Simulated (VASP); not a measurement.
# BaTiO3 (R3m) in VASP: notebook

Aim: see how the results for BaTiO3 move with the level of theory and the settings. Levels: PBE+U, PBE. Tasks: single point, relaxation of cell and atoms.

All numbers are computed with VASP 6.6.1; they aren't measurements. Logs are shortened: lines on timing, memory, paths and dates and some standing lists are left out, and cuts for length are marked.

## 1. The cell of the first run

The structure is trigonal, space group R3m (No. 160). The conventional cell has a = 5.719 Å, b = 5.719 Å, c = 7.027 Å, α = 90.00°, β = 90.00°, γ = 120.00°. Within 3.7 Å of Ba (site symmetry 3m) lie 12 O at 2.81 to 2.93 Å and 8 Ti at 3.45 to 3.57 Å. Within 2.6 Å of Ti (site symmetry 3m) lie 6 O at 1.92 to 2.13 Å. O (site symmetry m) has 2 Ti at 1.92 to 2.13 Å within 2.6 Å.

## 2. Single point, PBE+U

Input file INCAR:

```
SYSTEM = BaTiO3
  PREC = Accurate
  ENCUT = 520
  EDIFF = 1E-7
  ISMEAR = -1
  SIGMA = 0.05
  LREAL = .False.
  LASPH = .True.
  NELM = 150
  ALGO = Normal
  ISIF = 2
  LWAVE = .False.
  LCHARG = .False.
  LMAXMIX = 4
  LDAU = .True.
  LDAUTYPE = 2
  LDAUL = -1 2 -1
  LDAUU = 0 5 0
  LDAUJ = 0 0 0
  LDAUPRINT = 1
  GGA = PE
  NBANDS = 28
```

Input file KPOINTS:

```
Automatic mesh
0
Gamma
  7 7 7
  0 0 0
```

Input file POSCAR:

```
BaTiO3
1.0
    2.8592777927      1.6508048033      2.3423304587
   -2.8592777927      1.6508048033      2.3423304587
    0.0000000000     -3.3016096066      2.3423304587
Ba Ti O
1 1 3
Direct
   -0.0020533500     -0.0020533500     -0.0020533500
    0.4894223626      0.4894223626      0.4894223626
    0.5084147134      0.0150015605      0.5084147134
    0.0150015605      0.5084147134      0.5084147134
    0.5084147134      0.5084147134      0.0150015605
```

Potentials or basis: VASP PAW PBE potentials, release 64 (Ba_sv, Ti_sv, O).

Command:

```sh
$ cat potpaw_PBE.64/Ba_sv/POTCAR potpaw_PBE.64/Ti_sv/POTCAR potpaw_PBE.64/O/POTCAR > POTCAR
$ mpirun -np 1 vasp_std > vasp.out
```

OUTCAR:

```text
SYSTEM = BaTiO3
   PREC = Accurate
   ENCUT = 520
   EDIFF = 1E-7
   ISMEAR = -1
   LREAL = .False.
   LASPH = .True.
   NELM = 150
   ISIF = 2
   GGA = PE

 ion  position               nearest neighbor table
   1  0.998  0.998  0.998-   5 2.81   4 2.81   3 2.81   4 2.86   3 2.86   4 2.86   3 2.86   5 2.86
                             5 2.86   5 2.93   4 2.93   3 2.93   2 3.45   2 3.48   2 3.48   2 3.48
   2  0.489  0.489  0.489-   5 1.92   4 1.92   3 1.92   5 2.13   4 2.13   3 2.13   1 3.45   1 3.48
                             1 3.48   1 3.48   1 3.52   1 3.52   1 3.52   1 3.57
   3  0.508  0.015  0.508-   2 1.92   2 2.13   1 2.81   1 2.86   1 2.86   1 2.93
   4  0.015  0.508  0.508-   2 1.92   2 2.13   1 2.81   1 2.86   1 2.86   1 2.93
   5  0.508  0.508  0.015-   2 1.92   2 2.13   1 2.81   1 2.86   1 2.86   1 2.93

  LATTYP: Found a trigonal (rhomboedric) cell.
 ALAT       =     4.0481030091
 COS(alpha) =     0.0022089874

  Lattice vectors:

 A1 = (   2.8592777927,   1.6508048033,   2.3423304587)
 A2 = (  -2.8592777927,   1.6508048033,   2.3423304587)
 A3 = (   0.0000000000,  -3.3016096066,   2.3423304587)

Analysis of symmetry for initial positions (statically):
=====================================================================
 Subroutine PRICEL returns:
 Original cell was already a primitive cell.

 Routine SETGRP: Setting up the symmetry group for a
 trigonal (rhombohedral) supercell.

 Subroutine GETGRP returns: Found  6 space group operations
 (whereof  6 operations were pure point group operations)
 out of a pool of 12 trial point group operations.

The static configuration has the point symmetry C_3v.

Analysis of symmetry for dynamics (positions and initial velocities):
=====================================================================
 Subroutine PRICEL returns:
 Original cell was already a primitive cell.

 Routine SETGRP: Setting up the symmetry group for a
 trigonal (rhombohedral) supercell.

 Subroutine GETGRP returns: Found  6 space group operations
 (whereof  6 operations were pure point group operations)
 out of a pool of 12 trial point group operations.

The dynamic configuration has the point symmetry C_3v.

 Subroutine INISYM returns: Found  6 space group operations
 (whereof  6 operations are pure point group operations),
 and found     1 'primitive' translations

----------------------------------------------------------------------------------------

                                     Primitive cell

  volume of cell :      66.3363

  direct lattice vectors                    reciprocal lattice vectors
     2.859277793  1.650804803  2.342330459     0.174869333  0.100960856  0.142308414
    -2.859277793  1.650804803  2.342330459    -0.174869333  0.100960856  0.142308414
     0.000000000 -3.301609607  2.342330459     0.000000000 -0.201921713  0.142308414

  length of vectors
     4.048103009  4.048103009  4.048103009     0.247030490  0.247030490  0.247030490

  position of ions in fractional coordinates (direct lattice)
     0.997946650  0.997946650  0.997946650
     0.489422363  0.489422363  0.489422363
     0.508414713  0.015001560  0.508414713
     0.015001560  0.508414713  0.508414713
     0.508414713  0.508414713  0.015001560

  ion indices of the primitive-cell ions
   primitive index   ion index
                 1           1
                 2           2
                 3           3
                 4           4
                 5           5

----------------------------------------------------------------------------------------

 KPOINTS: Automatic mesh

Automatic generation of k-mesh.
 Grid dimensions read from file:
 generate k-points for:    7    7    7

[... 54 lines left out ...]
   PREC   = accura    normal or accurate (medium, high low for compatibility)
   ISTART =      0    job   : 0-new  1-cont  2-samecut
   ICHARG =      2    charge: 1-file 2-atom 10-const
   ISPIN  =      1    spin polarized calculation?
   LNONCOLLINEAR =      F non collinear calculations
   LSORBIT =      F    spin-orbit coupling
   LASPH  =      T    aspherical Exc in radial PAW
   ENCUT  =  520.0 eV  38.22 Ry    6.18 a.u.   7.53  7.53  7.53*2*pi/ulx,y,z
   NELM   =    150;   NELMIN=  2; NELMDL= -5     # of ELM steps
   EDIFF  = 0.1E-06   stopping-criterion for ELM
   LREAL  =      F    real-space projection
   EDIFFG = 0.1E-05   stopping-criterion for IOM
   NSW    =      0    number of steps for IOM
   IBRION =     -1    ionic relax: 0-MD 1-quasi-New 2-CG
   NFREE  =      0    steps in history (QN), initial steepest desc. (CG)
   ISIF   =      2    stress and relaxation
   ISYM   =      2    0-nonsym 1-usesym 2-fastsym
   POTIM  = 0.5000    time-step for ionic-motion
   TEBEG  =    0.0;   TEEND  =   0.0 temperature during run
   PSTRESS=    0.0 pullay stress
   NELECT =      40.0000    total number of electrons
   NUPDOWN=      -1.0000    fix difference up-down
   EMIN   =  10.00;   EMAX   =-10.00  energy-range for DOS
   EFERMI =   0.00;   METHOD = LEGACY
   ISMEAR =    -1;   SIGMA  =   0.05  broadening in eV -4-tet -1-fermi 0-gaus
   EFERMI_NEDOS =   21; number of points for ismear=-14 and -15
   IALGO  =     38    algorithm
   IMIX   =      4    mixing-type and parameters
     AMIX     =   0.40;   BMIX     =  1.00
     AMIX_MAG =   1.60;   BMIX_MAG =  1.00
  volume/ion in A,a.u.               =      13.27        89.53
  Fermi-wavevector in a.u.,A,eV,Ry     =   1.383071  2.613624 26.026368  1.912884
  Thomas-Fermi vector in A             =   2.507703
   LORBIT       =      0    0 simple, 1 ext, 2 COOP (PROOUT), +10 PAW based schemes
 LDA+U is selected, type is set to LDAUTYPE =  2
   angular momentum for each species LDAUL =    -1    2   -1
   U (eV)           for each species LDAUU =   0.0  5.0  0.0
   J (eV)           for each species LDAUJ =   0.0  0.0  0.0
   GGA     = PE    functional components
   LHFCALC =     F    Hartree Fock is set to
   AEXX    =    0.0000 exact exchange contribution
   IVDW    =     0    specifies the selected vdW correction
   LEPSILON=     F    determine dielectric tensor
   LRPA    =     F    only Hartree local field effects (RPA)
 non-spin polarized calculation
  energy-cutoff  :      520.00
  volume of cell :       66.34
 maximum number of plane-waves:      1806
 NGX is ok and might be reduce to    30
   NGX = 15   NGY = 15   NGZ = 15

atom =   2  type =  2  l = 2

 onsite density matrix

spin component  1

  0.1519  0.0000  0.0000  0.0635  0.0000
  0.0000  0.1862 -0.0000  0.0000  0.0635
  0.0000 -0.0000  0.1020  0.0000 -0.0000
  0.0635  0.0000  0.0000  0.1862  0.0000
  0.0000  0.0635 -0.0000  0.0000  0.1519

spin component  2

  0.1519  0.0000  0.0000  0.0635  0.0000
  0.0000  0.1862 -0.0000  0.0000  0.0635
  0.0000 -0.0000  0.1020  0.0000 -0.0000
  0.0635  0.0000  0.0000  0.1862  0.0000
  0.0000  0.0635 -0.0000  0.0000  0.1519

 occupancies and eigenvectors

  o =  0.1020  v =  0.0000 -0.0000  1.0000  0.0000  0.0000  0.0000  0.0000  0.0000  0.0000  0.0000      0.0000  0.0000  0.0000  0.0000  0.0000  0.0000  0.0000  0.0000  0.0000  0.0000
  o =  0.1020  v =  0.0000  0.0000  0.0000  0.0000  0.0000  0.0000 -0.0000  1.0000  0.0000  0.0000      0.0000  0.0000  0.0000  0.0000  0.0000  0.0000  0.0000  0.0000  0.0000  0.0000
  o =  0.1033  v =  0.0000  0.6080  0.0000  0.0000 -0.7939  0.0000  0.0000  0.0000  0.0000  0.0000      0.0000  0.0000  0.0000  0.0000  0.0000  0.0000  0.0000  0.0000  0.0000  0.0000
  o =  0.1033  v =  0.0000  0.0000  0.0000  0.0000  0.0000  0.0000  0.6080  0.0000  0.0000 -0.7939      0.0000  0.0000  0.0000  0.0000  0.0000  0.0000  0.0000  0.0000  0.0000  0.0000
  o =  0.1033  v =  0.0000  0.0000  0.0000  0.0000  0.0000 -0.7939  0.0000  0.0000  0.6080  0.0000      0.0000  0.0000  0.0000  0.0000  0.0000  0.0000  0.0000  0.0000  0.0000  0.0000
  o =  0.1033  v = -0.7939  0.0000  0.0000  0.6080  0.0000  0.0000  0.0000  0.0000  0.0000  0.0000      0.0000  0.0000  0.0000  0.0000  0.0000  0.0000  0.0000  0.0000  0.0000  0.0000
  o =  0.2347  v =  0.0000 -0.7939  0.0000  0.0000 -0.6080  0.0000  0.0000  0.0000  0.0000  0.0000      0.0000  0.0000  0.0000  0.0000  0.0000  0.0000  0.0000  0.0000  0.0000  0.0000
  o =  0.2347  v =  0.0000  0.0000  0.0000  0.0000  0.0000  0.0000 -0.7939  0.0000  0.0000 -0.6080      0.0000  0.0000  0.0000  0.0000  0.0000  0.0000  0.0000  0.0000  0.0000  0.0000
  o =  0.2347  v =  0.0000  0.0000  0.0000  0.0000  0.0000 -0.6080  0.0000 -0.0000 -0.7939 -0.0000      0.0000  0.0000  0.0000  0.0000  0.0000  0.0000  0.0000  0.0000  0.0000  0.0000
  o =  0.2347  v = -0.6080  0.0000 -0.0000 -0.7939 -0.0000  0.0000  0.0000  0.0000  0.0000  0.0000      0.0000  0.0000  0.0000  0.0000  0.0000  0.0000  0.0000  0.0000  0.0000  0.0000

 number of electron      40.0000006 magnetization

 Free energy of the ion-electron system (eV)
  ---------------------------------------------------
  ext. energy  EPLUGINS =         0.00000000
  ---------------------------------------------------
  free energy    TOTEN  =       -36.67821430 eV

  energy without entropy =      -36.67821430  energy(sigma->0) =      -36.67821430

 E-fermi :   4.9408     XC(G=0): -11.0807

 val. band max:        3.6547144003   @ k =   0.4286   0.4286   0.4286
 cond. band min:       6.3269762165   @ k =   0.0000   0.0000   0.0000
 fundamental gap:      2.6722618163
 Fermi energy:         4.9407858854

 k-point     1 :       0.0000    0.0000    0.0000
  band No.  band energies     occupation
      1     -54.2304      2.00000
      2     -30.3924      2.00000
      3     -30.3828      2.00000
      4     -30.3828      2.00000
      5     -21.1814      2.00000
      6     -13.1408      2.00000
[... 733 lines left out ...]
     27      11.8176      0.00000
     28      11.9977      0.00000

 [... further k-points ...]

------------------------ aborting loop because EDIFF is reached ----------------------------------------

  FORCE on cell =-STRESS in cart. coord.  units (eV):
  Direction    XX          YY          ZZ          XY          YZ          ZX
  --------------------------------------------------------------------------------------
  -------------------------------------------------------------------------------------
  Total        1.6474811      1.6474811      1.4797299      0.0000000      0.0000000     -0.0000000
  in kB       39.7905115     39.7905115     35.7389299      0.0000000      0.0000000     -0.0000000
  external PRESSURE =      38.4399843 kB  Pullay stress =       0.0000000 kB

 VOLUME and BASIS-vectors are now :
 -----------------------------------------------------------------------------
  energy-cutoff  :      520.00
  volume of cell :       66.34
      direct lattice vectors                 reciprocal lattice vectors
     2.859277793  1.650804803  2.342330459     0.174869333  0.100960856  0.142308414
    -2.859277793  1.650804803  2.342330459    -0.174869333  0.100960856  0.142308414
     0.000000000 -3.301609607  2.342330459     0.000000000 -0.201921713  0.142308414

 POSITION                                       TOTAL-FORCE (eV/Angst)
 -----------------------------------------------------------------------------------
      0.00000      0.00000      7.01256         0.000000     -0.000000      0.034346
      0.00000      0.00000      3.43917         0.000000     -0.000000      0.631121
      1.41081     -0.81453      2.41689         0.266937     -0.154116     -0.221822
     -1.41081     -0.81453      2.41689        -0.266937     -0.154116     -0.221822
      0.00000      1.62906      2.41689         0.000000      0.308232     -0.221822
 -----------------------------------------------------------------------------------
    total drift:                                0.000000     -0.000001     -0.000983

  FREE ENERGIE OF THE ION-ELECTRON SYSTEM (eV)
  ---------------------------------------------------
  free  energy   TOTEN  =       -36.6782143015 eV

  energy  without entropy=      -36.6782143015  energy(sigma->0) =      -36.67821430
```

Run time: 46 s. Hardware: 1 thread of AMD EPYC 9R45 (Zen 5), shared host; peak memory 0.19 GiB.

Results:

| Property | Result |
| --- | --- |
| Free energy | -36.6782 eV |
| Pressure | 3.8 GPa |
| Largest force | 0.631 eV/Å |
| Band gap on the k mesh | 2.67 eV (least direct gap 2.98 eV) |

Forces in eV/Å, atoms in the order of the input:
```
Ba   0.000  0.000  0.034
Ti   0.000  0.000  0.631
O    0.267 -0.154 -0.222
O   -0.267 -0.154 -0.222
O    0.000  0.308 -0.222
```

Eigenvalues of the final occupation matrices:
| site | spin | trace | eigenvalues |
| --- | --- | --- | --- |
| site 2 d | 1 | 0.78 | 0.10 0.10 0.10 0.23 0.23 |
| site 2 d | 2 | 0.78 | 0.10 0.10 0.10 0.23 0.23 |

Caveat: the cell stands under pressure; spin-orbit coupling is left out, which moves the levels of the heavy elements.

[end of part 1 of 3]
